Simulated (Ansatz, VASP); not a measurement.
## H: VASP beside Ansatz

File POSCAR:

```
H
1.0
   10.0000000000      0.0000000000      0.0000000000
    0.0000000000     10.0000000000      0.0000000000
    0.0000000000      0.0000000000     10.0000000000
H
2
Direct
    0.5000000000      0.5000000000      0.4545000000
    0.5000000000      0.5000000000      0.5455000000
```

File INCAR.step1:

```
SYSTEM = H
ALGO = Normal
EDIFF = 1E-5
ENCUT = 400
GGA = PE
GGA_COMPAT = .False.
ISIF = 2
ISMEAR = 0
LASPH = .True.
LCHARG = .False.
LREAL = .False.
LWAVE = .True.
NBANDS = 8
NELM = 120
NELMDL = -8
PREC = Accurate
SIGMA = 0.02
```

File INCAR.step2:

```
SYSTEM = H
ALGO = Normal
EDIFF = 1E-6
ENCUT = 400
GGA = PE
GGA_COMPAT = .False.
HFSCREEN = 0.2079
ISIF = 2
ISMEAR = 0
ISTART = 1
LASPH = .True.
LCHARG = .False.
LHFCALC = .True.
LREAL = .False.
LWAVE = .False.
NBANDS = 8
NELM = 120
PREC = Accurate
PRECFOCK = Normal
SIGMA = 0.02
```

The input KPOINTS:

```
k-points
0
Gamma
  1 1 1
  0 0 0
```

Input for Ansatz:

```yaml
crystal:
  lattice:
    - [10.0, 0.0, 0.0]
    - [0.0, 10.0, 0.0]
    - [0.0, 0.0, 10.0]
  atoms:
    - { symbol: H, position: [0.5, 0.5, 0.4545] }
    - { symbol: H, position: [0.5, 0.5, 0.5455] }
scf:
  occupations: { method: gaussian, width: 0.02 }
output:
  stress: false
  eigenvalues: true
kpoints:
  mp_grid: { grid: [1, 1, 1] }
hamiltonian:
  xc: hse06
```

Alike in both runs: task single point; functional HSE06; k mesh 1 × 1 × 1; occupations gaussian, width 0.02 eV; no spin polarisation.

```csv
,VASP,Ansatz
version,VASP 6.6.1,Ansatz 0.2.0
potentials or method,"VASP PAW PBE potentials, release 64 (H)","scalar-relativistic, plane waves, PAW"
plane-wave cutoff (eV),400,420
valence electrons in the cell,2,2
```

```tsv
	VASP	Ansatz	Ansatz less VASP
gap on the k mesh at the Fermi level (eV)	10.47	10.54	+0.074
```

With one functional, cell and mesh, what is left measures potentials, basis and numerics.
